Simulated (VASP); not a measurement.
# ScAl7N8 (P3m1) in VASP: notebook, part 2 of 2

VASP 6.6.1. Earlier steps stand in the parts before.

### 3 Relaxation of cell and atoms, PBE

This run uses another cell than the first one, of 11.14 Å³/atom.

File INCAR:

```
SYSTEM = ScAl7N8
ALGO = Normal
EDIFF = 1E-6
EDIFFG = -0.01
ENCUT = 600
GGA = PE
IBRION = 2
ISIF = 3
ISMEAR = 0
LASPH = .True.
LCHARG = .False.
LREAL = Auto
LWAVE = .False.
NELM = 60
NSW = 80
PREC = Accurate
SIGMA = 0.01
```

File KPOINTS:

```
k-points
0
Gamma
  4 4 3
  0 0 0
```

File POSCAR:

```
ScAl7N8
1.0
    6.3850000000      0.0000000000      0.0000000000
   -3.1925000000      5.5295722032      0.0000000000
    0.0000000000      0.0000000000     10.1000000000
Al Sc N
14 2 16
Direct
    0.3333333333      0.1666666667      0.2500000000
    0.3333333333      0.1666666667      0.7500000000
    0.1666666667      0.8333333333      0.0000000000
    0.3333333333      0.6666666667      0.2500000000
    0.1666666667      0.8333333333      0.5000000000
    0.3333333333      0.6666666667      0.7500000000
    0.6666666667      0.3333333333      0.0000000000
    0.8333333333      0.1666666667      0.2500000000
    0.6666666667      0.3333333333      0.5000000000
    0.8333333333      0.1666666667      0.7500000000
    0.6666666667      0.8333333333      0.0000000000
    0.8333333333      0.6666666667      0.2500000000
    0.6666666667      0.8333333333      0.5000000000
    0.8333333333      0.6666666667      0.7500000000
    0.1666666667      0.3333333333      0.0000000000
    0.1666666667      0.3333333333      0.5000000000
    0.1666666667      0.3333333333      0.1910000000
    0.3333333333      0.1666666667      0.4410000000
    0.1666666667      0.3333333333      0.6910000000
    0.3333333333      0.1666666667      0.9410000000
    0.1666666667      0.8333333333      0.1910000000
    0.3333333333      0.6666666667      0.4410000000
    0.1666666667      0.8333333333      0.6910000000
    0.3333333333      0.6666666667      0.9410000000
    0.6666666667      0.3333333333      0.1910000000
    0.8333333333      0.1666666667      0.4410000000
    0.6666666667      0.3333333333      0.6910000000
    0.8333333333      0.1666666667      0.9410000000
    0.6666666667      0.8333333333      0.1910000000
    0.8333333333      0.6666666667      0.4410000000
    0.6666666667      0.8333333333      0.6910000000
    0.8333333333      0.6666666667      0.9410000000
```

Potentials or basis: VASP PAW PBE potentials, release 64 (Al, Sc_sv, N).

Command:

```bash
$ cat potpaw_PBE.64/Al/POTCAR potpaw_PBE.64/Sc_sv/POTCAR potpaw_PBE.64/N/POTCAR > POTCAR
$ mpirun -np 1 vasp_std > vasp.out
```

OUTCAR:

```text
SYSTEM = ScAl7N8
   EDIFF = 1E-6
   EDIFFG = -0.01
   ENCUT = 600
   GGA = PE
   IBRION = 2
   ISIF = 3
   ISMEAR = 0
   LASPH = .True.
   LREAL = Auto
   NELM = 60
   NSW = 80
   PREC = Accurate

 ion  position               nearest neighbor table
   1  0.333  0.167  0.250-  18 1.93  17 1.94  25 1.94  21 1.94  15 3.13  16 3.13   7 3.13   9 3.13
                             3 3.13   5 3.13   8 3.19   8 3.19  12 3.19   4 3.19   4 3.19  12 3.19
   2  0.333  0.167  0.750-  20 1.93  19 1.94  27 1.94  23 1.94  15 3.13  16 3.13   7 3.13   9 3.13
                             3 3.13   5 3.13  10 3.19  10 3.19  14 3.19   6 3.19   6 3.19  14 3.19
   3  0.167  0.833  0.000-  21 1.93  24 1.94  32 1.94  20 1.94   4 3.13   6 3.13  12 3.13  14 3.13
                             1 3.13   2 3.13  11 3.19  11 3.19  15 3.19  15 3.19   7 3.19   7 3.19
   4  0.333  0.667  0.250-  22 1.93  21 1.94  29 1.94  17 1.94   3 3.13   5 3.13  11 3.13  13 3.13
                            15 3.13  16 3.13  12 3.19  12 3.19   1 3.19   1 3.19   8 3.19   8 3.19
   5  0.167  0.833  0.500-  23 1.93  22 1.94  30 1.94  18 1.94   4 3.13   6 3.13  12 3.13  14 3.13
[... 607 lines left out ...]
 cond. band min:       9.2894224586   @ k =   0.0000   0.0000   0.0000
 fundamental gap:      3.8919481992
 Fermi energy:         5.5582322966

 k-point     1 :       0.0000    0.0000    0.0000
  band No.  band energies     occupation
      1     -41.3847      2.00000
      2     -41.3846      2.00000
      3     -20.1858      2.00000
      4     -20.1858      2.00000
      5     -20.1853      2.00000
      6     -20.1853      2.00000
[... 772 lines left out ...]
     83      11.3881      0.00000
     84      11.6942      0.00000
 [bands above 84 left out]

------------------------ aborting loop because EDIFF is reached ----------------------------------------

  FORCE on cell =-STRESS in cart. coord.  units (eV):
  Direction    XX          YY          ZZ          XY          YZ          ZX
  --------------------------------------------------------------------------------------
  -------------------------------------------------------------------------------------
  Total       -0.0398394     -0.0398394     -0.0125892      0.0000000      0.0000000      0.0000000
  in kB       -0.1800358     -0.1800358     -0.0568910      0.0000000      0.0000000      0.0000000
  external PRESSURE =      -0.1389875 kB  Pullay stress =       0.0000000 kB
[... 47 lines left out ...]
  FREE ENERGIE OF THE ION-ELECTRON SYSTEM (eV)
  ---------------------------------------------------
  free  energy   TOTEN  =      -243.0898839237 eV

  energy  without entropy=     -243.0898839237  energy(sigma->0) =     -243.08988392

 reached required accuracy - stopping structural energy minimisation
```

OSZICAR:

```text
N       E                     dE             d eps       ncg     rms          rms(c)
DAV:   1     0.164983749279E+04    0.16498E+04   -0.66944E+04  1602   0.170E+03
DAV:   2    -0.119896230459E+02   -0.16618E+04   -0.16250E+04  1802   0.444E+02
DAV:   3    -0.265415734823E+03   -0.25343E+03   -0.24472E+03  2368   0.172E+02
[... 122 lines left out ...]
DAV:   1    -0.243089847608E+03   -0.19391E-04   -0.11047E-02  1878   0.616E-01    0.348E-02
DAV:   2    -0.243089890067E+03   -0.42459E-04   -0.75853E-04  1907   0.117E-01    0.197E-02
DAV:   3    -0.243089885645E+03    0.44220E-05   -0.51737E-05  2588   0.354E-02    0.985E-03
DAV:   4    -0.243089884268E+03    0.13768E-05   -0.10742E-05  2332   0.157E-02    0.398E-03
DAV:   5    -0.243089883924E+03    0.34450E-06   -0.12654E-06  1062   0.607E-03
  13 F= -.24308988E+03 E0= -.24308988E+03  d E =-.555390E-04
```

CONTCAR:

```text
ScAl7N8
   1.00000000000000
     6.3679899354213925   -0.0000000000000000   -0.0000000000000000
    -3.1839949677106962    5.5148410551546192    0.0000000000000000
    -0.0000000000000000   -0.0000000000000000   10.0955445924530380
  Al              Sc              N
    14     2    16
Direct
     0.3365376342025126    0.1634623657974874    0.2507075793702114
     0.3365376342025126    0.1634623657974874    0.7507075793702116
     0.1680525975320199    0.8340262987160054    0.9993936734945391
     0.3365376342025126    0.6730752685050341    0.2507075793702114
     0.1680525975320199    0.8340262987160054    0.4993936734945392
     0.3365376342025126    0.6730752685050341    0.7507075793702116
[... 24 lines left out ...]
     0.6673426562117531    0.8326573437882469    0.6897579261073256
     0.8333333332999970    0.6666666667000030    0.9406409348414041

  0.00000000E+00  0.00000000E+00  0.00000000E+00
  0.00000000E+00  0.00000000E+00  0.00000000E+00
  0.00000000E+00  0.00000000E+00  0.00000000E+00
  0.00000000E+00  0.00000000E+00  0.00000000E+00
  0.00000000E+00  0.00000000E+00  0.00000000E+00
  0.00000000E+00  0.00000000E+00  0.00000000E+00
[... 24 lines left out ...]
  0.00000000E+00  0.00000000E+00  0.00000000E+00
  0.00000000E+00  0.00000000E+00  0.00000000E+00
```

Run time: 1.8 h. Hardware: 1 thread of Oxide Virtual Turin-like, shared host; peak memory 0.68 GiB.

What came out:

```yaml
Free_energy: -243.0899 eV
Relaxed_volume: 11.08 Å³/atom
Relaxed_cell: a = 6.368 Å, b = 6.368 Å, c = 10.096 Å, α = 90.00°, β = 90.00°, γ = 120.00°
Space_group_after_relaxing_to_0.1_Å: P3m1 (No. 156)
Energy_gained_by_relaxing: 54.2 meV/atom
Ionic_steps: 13
Pressure_after_relaxing: 0.0 GPa
Largest_force_after_relaxing: 0.005 eV/Å
Band_gap_on_the_k_mesh: 3.89 eV
```

Forces on the atoms (eV/Å):
```
Al  -0.003  0.002  0.004
Al  -0.003  0.002  0.004
Al   0.001  0.001  0.001
Al   0.000 -0.003  0.004
Al   0.001  0.001  0.001
Al   0.000 -0.003  0.004
Al   0.000 -0.001  0.001
Al   0.003  0.002  0.004
Al   0.000 -0.001  0.001
Al   0.003  0.002  0.004
Al  -0.001  0.001  0.001
Al   0.000  0.000 -0.002
Al  -0.001  0.001  0.001
Al   0.000  0.000 -0.002
Sc   0.000  0.000  0.004
Sc   0.000  0.000  0.004
N    0.000  0.000 -0.003
N    0.001 -0.001  0.000
N    0.000  0.000 -0.003
N    0.001 -0.001  0.000
N    0.001  0.001 -0.005
N    0.000  0.002  0.000
N    0.001  0.001 -0.005
N    0.000  0.002  0.000
N    0.000 -0.001 -0.005
N   -0.001 -0.001  0.000
N    0.000 -0.001 -0.005
N   -0.001 -0.001  0.000
N   -0.001  0.001 -0.005
N    0.000  0.000 -0.002
N   -0.001  0.001 -0.005
N    0.000  0.000 -0.002
```

The path:
```tsv
step	energy change (eV)	largest force (eV/Å)	pressure (GPa)	volume (Å³)
1	0.0000	3.5311	0.75	356.59
2	-1.4971	1.0124	-2.35	359.28
3	-1.6234	0.6422	-1.98	358.64
4	-1.7177	0.1421	1.41	351.99
5	-1.7253	0.1766	0.66	353.40
6	-1.7336	0.0652	-0.21	354.97
7	-1.7338	0.0771	-0.12	354.79
8	-1.7353	0.0319	-0.04	354.62
9	-1.7354	0.0340	-0.01	354.55
10	-1.7358	0.0196	0.03	354.47
11	-1.7358	0.0177	0.03	354.46
12	-1.7358	0.0170	0.03	354.46
13	-1.7358	0.0052	-0.01	354.54
```

Final structure:
```yaml
crystal:
  lattice:
    - [6.36799, 0.00000, 0.00000]
    - [-3.18399, 5.51484, 0.00000]
    - [0.00000, 0.00000, 10.09554]
  atoms:
    - { symbol: Al, position: [0.33654, 0.16346, 0.25071] }
    - { symbol: Al, position: [0.33654, 0.16346, 0.75071] }
    - { symbol: Al, position: [0.16805, 0.83403, 0.99939] }
    - { symbol: Al, position: [0.33654, 0.67308, 0.25071] }
    - { symbol: Al, position: [0.16805, 0.83403, 0.49939] }
    - { symbol: Al, position: [0.33654, 0.67308, 0.75071] }
    - { symbol: Al, position: [0.66597, 0.33195, 0.99939] }
    - { symbol: Al, position: [0.82692, 0.16346, 0.25071] }
    - { symbol: Al, position: [0.66597, 0.33195, 0.49939] }
    - { symbol: Al, position: [0.82692, 0.16346, 0.75071] }
    - { symbol: Al, position: [0.66597, 0.83403, 0.99939] }
    - { symbol: Al, position: [0.83333, 0.66667, 0.24902] }
    - { symbol: Al, position: [0.66597, 0.83403, 0.49939] }
    - { symbol: Al, position: [0.83333, 0.66667, 0.74902] }
    - { symbol: Sc, position: [0.16667, 0.33333, 0.99597] }
    - { symbol: Sc, position: [0.16667, 0.33333, 0.49597] }
    - { symbol: N, position: [0.16667, 0.33333, 0.20772] }
    - { symbol: N, position: [0.34417, 0.15583, 0.43836] }
    - { symbol: N, position: [0.16667, 0.33333, 0.70772] }
    - { symbol: N, position: [0.34417, 0.15583, 0.93836] }
    - { symbol: N, position: [0.16531, 0.83266, 0.18976] }
    - { symbol: N, position: [0.34417, 0.68834, 0.43836] }
    - { symbol: N, position: [0.16531, 0.83266, 0.68976] }
    - { symbol: N, position: [0.34417, 0.68834, 0.93836] }
    - { symbol: N, position: [0.66734, 0.33469, 0.18976] }
    - { symbol: N, position: [0.81166, 0.15583, 0.43836] }
    - { symbol: N, position: [0.66734, 0.33469, 0.68976] }
    - { symbol: N, position: [0.81166, 0.15583, 0.93836] }
    - { symbol: N, position: [0.66734, 0.83266, 0.18976] }
    - { symbol: N, position: [0.83333, 0.66667, 0.44064] }
    - { symbol: N, position: [0.66734, 0.83266, 0.68976] }
    - { symbol: N, position: [0.83333, 0.66667, 0.94064] }
```

Levels at points of the mesh, in eV from the valence-band top:
| k point | band 70 | band 71 | band 72 | band 73 | band 74 | band 75 |
| --- | --- | --- | --- | --- | --- | --- |
| (0.00, 0.00, 0.00) | -0.28 | -0.28 | 0.00 | 3.89 | 4.54 | 4.54 |
| (0.50, 0.00, 0.00) | -0.14 | -0.13 | -0.08 | 4.50 | 4.78 | 4.83 |

A k mesh can miss the band edges.
